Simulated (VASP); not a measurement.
Here is a VASP 6.6.1 calculation.

INCAR

```
SYSTEM = Cu
ALGO = Normal
EDIFF = 1E-6
ENCUT = 520
GGA = PE
ISIF = 2
ISMEAR = -1
LASPH = .True.
LCHARG = .True.
LELF = .True.
LREAL = .False.
LVHAR = .True.
LWAVE = .False.
NBANDS = 18
NELM = 60
PREC = Accurate
SIGMA = 0.1
```

The input KPOINTS:

```
k-points
0
Gamma
  14 14 10
  0 0 0
```

The input POSCAR:

```
Cu
1.0
    1.8147994276      1.8147994276      0.0000000000
   -1.8147994276      1.8147994276      0.0000000000
    0.0000000000      0.0000000000      3.6295988553
Cu
2
Direct
    0.0000000000      0.0000000000      0.0000000000
    0.5000000000      0.5000000000      0.5000000000
```

Potentials or basis: VASP PAW PBE potentials, release 64 (Cu).

The run is started by

```sh
$ cat potpaw_PBE.64/Cu/POTCAR > POTCAR
$ mpirun -np 1 vasp_std > vasp.out
```

Estimate the band gap on the k mesh.

zero (band 11 reaches 13.59 eV, above the bottom of band 12 at 5.52 eV).

Estimate the pressure.

0.8 GPa.
